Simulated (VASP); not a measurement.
# SnSe (P4/nmm) in VASP: a series of runs, part 2 of 2

VASP 6.6.1. Earlier steps stand in the parts before.

**3. Single point, PBE**

INCAR

```
ALGO = Normal
EDIFF = 1E-6
ENCUT = 520
GGA = PE
ISIF = 2
ISMEAR = 0
LASPH = True
LCHARG = True
LELF = True
LREAL = False
LVHAR = True
LWAVE = False
NBANDS = 28
NELM = 100
PREC = Accurate
SIGMA = 0.01
```

KPOINTS

```
k-points
0
Gamma
  4 4 4
```

POSCAR

```
SnSe
1.0
    4.2193393516      0.0000000000      0.0000000000
    0.0000000000      4.2193393516      0.0000000000
    0.0000000000      0.0000000000      5.9930255593
Sn Se
2 2
Direct
    0.5000000000      0.0000000000      0.2500915766
    0.0000000000      0.5000000000      0.7499084234
    0.5000000000      0.0000000000      0.7498972969
    0.0000000000      0.5000000000      0.2501027031
```

Potentials or basis: VASP PAW PBE potentials, release 64 (Sn_d, Se).

Run with:

```console
cat potpaw_PBE.64/Sn_d/POTCAR potpaw_PBE.64/Se/POTCAR > POTCAR
mpirun -np 1 vasp_std > vasp.out
```

OUTCAR:

```text
EDIFF = 1E-6
   ENCUT = 520
   GGA = PE
   ISIF = 2
   ISMEAR = 0
   LASPH = True
   LREAL = False
   NELM = 100
   PREC = Accurate

 ion  position               nearest neighbor table
   1  0.500  0.000  0.250-   4 2.98   4 2.98   4 2.98   4 2.98   3 3.00   3 3.00
   2  0.000  0.500  0.750-   3 2.98   3 2.98   3 2.98   3 2.98   4 3.00   4 3.00
   3  0.500  0.000  0.750-   2 2.98   2 2.98   2 2.98   2 2.98   1 3.00   1 3.00
   4  0.000  0.500  0.250-   1 2.98   1 2.98   1 2.98   1 2.98   2 3.00   2 3.00

  LATTYP: Found a simple tetragonal cell.
 ALAT       =     4.2193393516
 C/A-ratio  =     1.4203705983

  Lattice vectors:

 A1 = (   4.2193393516,   0.0000000000,   0.0000000000)
 A2 = (   0.0000000000,   4.2193393516,   0.0000000000)
 A3 = (   0.0000000000,   0.0000000000,   5.9930255593)

Analysis of symmetry for initial positions (statically):
=====================================================================
 Subroutine PRICEL returns:
 Original cell was already a primitive cell.

 Routine SETGRP: Setting up the symmetry group for a
 simple tetragonal supercell.

 Subroutine GETGRP returns: Found 16 space group operations
 (whereof  8 operations were pure point group operations)
 out of a pool of 16 trial point group operations.

The static configuration has the point symmetry D_2d.
 The point group associated with its full space group is D_4h.

Analysis of symmetry for dynamics (positions and initial velocities):
=====================================================================
 Subroutine PRICEL returns:
 Original cell was already a primitive cell.

 Routine SETGRP: Setting up the symmetry group for a
 simple tetragonal supercell.

 Subroutine GETGRP returns: Found 16 space group operations
 (whereof  8 operations were pure point group operations)
 out of a pool of 16 trial point group operations.

The dynamic configuration has the point symmetry D_2d.
[... 115 lines left out ...]
   IMIX   =      4    mixing-type and parameters
     AMIX     =   0.40;   BMIX     =  1.00
     AMIX_MAG =   1.60;   BMIX_MAG =  1.00
  volume/ion in A,a.u.               =      26.67       180.00
  Fermi-wavevector in a.u.,A,eV,Ry     =   1.180456  2.230738 18.959398  1.393476
  Thomas-Fermi vector in A             =   2.316748
   LORBIT       =      0    0 simple, 1 ext, 2 COOP (PROOUT), +10 PAW based schemes
   GGA     = PE    functional components
   LHFCALC =     F    Hartree Fock is set to
   AEXX    =    0.0000 exact exchange contribution
   IVDW    =     0    specifies the selected vdW correction
   LEPSILON=     F    determine dielectric tensor
   LRPA    =     F    only Hartree local field effects (RPA)
 non-spin polarized calculation
 Gauss-broadening in eV      SIGMA  =   0.01
  energy-cutoff  :      520.00
  volume of cell :      106.69
 maximum number of plane-waves:      2916
 NGX is ok and might be reduce to    32
   NGX = 15   NGY = 15   NGZ = 23

 number of electron      40.0000002 magnetization

 Free energy of the ion-electron system (eV)
  ---------------------------------------------------
  ext. energy  EPLUGINS =         0.00000000
  ---------------------------------------------------
  free energy    TOTEN  =       -16.42969355 eV

  energy without entropy =      -16.42969355  energy(sigma->0) =      -16.42969355

 E-fermi :   5.8785     XC(G=0):  -9.7119

 val. band max:        5.8047684242   @ k =   0.5000   0.0000   0.5000
 cond. band min:       6.4796945355   @ k =   0.5000   0.0000   0.5000
 fundamental gap:      0.6749261113
 Fermi energy:         5.8784748966

 k-point     1 :       0.0000    0.0000    0.0000
  band No.  band energies     occupation
      1     -15.8108      2.00000
      2     -15.7814      2.00000
      3     -15.7793      2.00000
      4     -15.7787      2.00000
      5     -15.7787      2.00000
      6     -15.7744      2.00000
[... 547 lines left out ...]
     27      13.1244      0.00000
     28      13.1247      0.00000

------------------------ aborting loop because EDIFF is reached ----------------------------------------

  FORCE on cell =-STRESS in cart. coord.  units (eV):
  Direction    XX          YY          ZZ          XY          YZ          ZX
  --------------------------------------------------------------------------------------
  -------------------------------------------------------------------------------------
  Total        1.1815988      1.1815988      0.7454636      0.0000000     -0.0000000      0.0000000
  in kB       17.7437572     17.7437572     11.1944301      0.0000000     -0.0000000      0.0000000
  external PRESSURE =      15.5606482 kB  Pullay stress =       0.0000000 kB

 VOLUME and BASIS-vectors are now :
 -----------------------------------------------------------------------------
  energy-cutoff  :      520.00
  volume of cell :      106.69
      direct lattice vectors                 reciprocal lattice vectors
     4.219339352  0.000000000  0.000000000     0.237003928  0.000000000  0.000000000
     0.000000000  4.219339352  0.000000000     0.000000000  0.237003928  0.000000000
     0.000000000  0.000000000  5.993025559     0.000000000  0.000000000  0.166860627

 POSITION                                       TOTAL-FORCE (eV/Angst)
 -----------------------------------------------------------------------------------
      2.10967      0.00000      1.49881         0.000000      0.000000     -0.000335
      0.00000      2.10967      4.49422        -0.000000      0.000000      0.000335
      2.10967      0.00000      4.49415        -0.000000      0.000000      0.000360
      0.00000      2.10967      1.49887        -0.000000      0.000000     -0.000360
 -----------------------------------------------------------------------------------
    total drift:                                0.000000      0.000000      0.000000

  FREE ENERGIE OF THE ION-ELECTRON SYSTEM (eV)
  ---------------------------------------------------
  free  energy   TOTEN  =       -16.4296935468 eV

  energy  without entropy=      -16.4296935468  energy(sigma->0) =      -16.42969355
```

stdout:

```text
POSCAR found type information on POSCAR SnSe
 POSCAR found :  2 types and       4 ions
 scaLAPACK will be used
 LDA part: xc-table for (Slater+PW92), standard interpolation
 POSCAR, INCAR and KPOINTS ok, starting setup
 FFT: planning ... GRIDC
 FFT: planning ... GRID_SOFT
 FFT: planning ... GRID
 WAVECAR not read
 entering main loop
```

Run time: 23 s. Hardware: 1 thread of AMD EPYC 9R45 (Zen 5), shared host; peak memory 0.19 GiB.

Results:

```
Free energy            : -16.4297 eV
Pressure               : 1.6 GPa
Band gap on the k mesh : 0.67 eV
```

Caveat: spin-orbit coupling is left out, which moves the levels of the heavy elements.
